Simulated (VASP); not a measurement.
A run of VASP 6.6.1 is set up as follows.

File POSCAR:

```
BiTe3As
1.0
   10.3907538675     -2.1043110188     -0.0598115907
   10.3907538675      2.1043110188     -0.0598115907
   -0.8893865814      0.0000000000      7.2948805990
Bi Te As
2 6 2
Direct
    0.6640155582      0.6640155582      0.0545015282
    0.3359844418      0.3359844418      0.9454984718
    0.9286157963      0.9286157963      0.1561952491
    0.0713842037      0.0713842037      0.8438047509
    0.7445270216      0.7445270216      0.7269830364
    0.4265731220      0.4265731220      0.6277044786
    0.5734268780      0.5734268780      0.3722955214
    0.2554729784      0.2554729784      0.2730169636
    0.1409117774      0.1409117774      0.5588705262
    0.8590882226      0.8590882226      0.4411294738
```

The input INCAR.step1:

```
SYSTEM = BiTe3As
PREC     = Accurate       ! precision mode
ENCUT    = 520            ! plane-wave cutoff, eV
ISMEAR   = 0              ! smearing method
SIGMA    = 0.01           ! smearing width, eV
LREAL    = .False.        ! projectors in reciprocal space
LASPH    = .True.         ! aspherical terms in the spheres
NELM     = 100            ! most SCF steps
NBANDS   = 49             ! bands
GGA      = PE             ! functional
ALGO     = Normal         ! electronic algorithm
EDIFF    = 1E-4           ! SCF threshold, eV
LWAVE    = .True.         ! write WAVECAR
LCHARG   = .False.        ! write CHGCAR
KPAR     = 4
```

File INCAR.step2:

```
SYSTEM = BiTe3As
PREC     = Accurate       ! precision mode
ENCUT    = 520            ! plane-wave cutoff, eV
EDIFF    = 1E-6           ! SCF threshold, eV
ISMEAR   = 0              ! smearing method
SIGMA    = 0.01           ! smearing width, eV
LREAL    = .False.        ! projectors in reciprocal space
LASPH    = .True.         ! aspherical terms in the spheres
NELM     = 100            ! most SCF steps
ALGO     = Normal         ! electronic algorithm
ISIF     = 2              ! what is computed and relaxed
LWAVE    = .False.        ! write WAVECAR
LCHARG   = .False.        ! write CHGCAR
METAGGA  = R2SCAN         ! meta-GGA
LMIXTAU  = .True.       
NBANDS   = 49             ! bands
ISTART   = 1            
KPAR     = 4
```

Contents of KPOINTS:

```
Automatic mesh
0
Gamma
  6 6 4
  0 0 0
```

Potentials or basis: VASP PAW PBE potentials, release 64 (Bi_d, Te, As).

Launch:

```bash
$ cat potpaw_PBE.64/Bi_d/POTCAR potpaw_PBE.64/Te/POTCAR potpaw_PBE.64/As/POTCAR > POTCAR
$ cp INCAR.step1 INCAR
$ mpirun -np 4 vasp_std > vasp.out
$ cp INCAR.step2 INCAR
$ mpirun -np 4 vasp_std > vasp.out
```

(1) Estimate the band gap on the k mesh.

(2) What does it give for the pressure?

## Answers

(1) 0.47 eV (least direct gap 0.55 eV).

(2) 0.9 GPa.

Caveat: the PAW data sets were made with another functional, which shifts forces and pressure a little; spin-orbit coupling is left out, which moves the levels of the heavy elements.
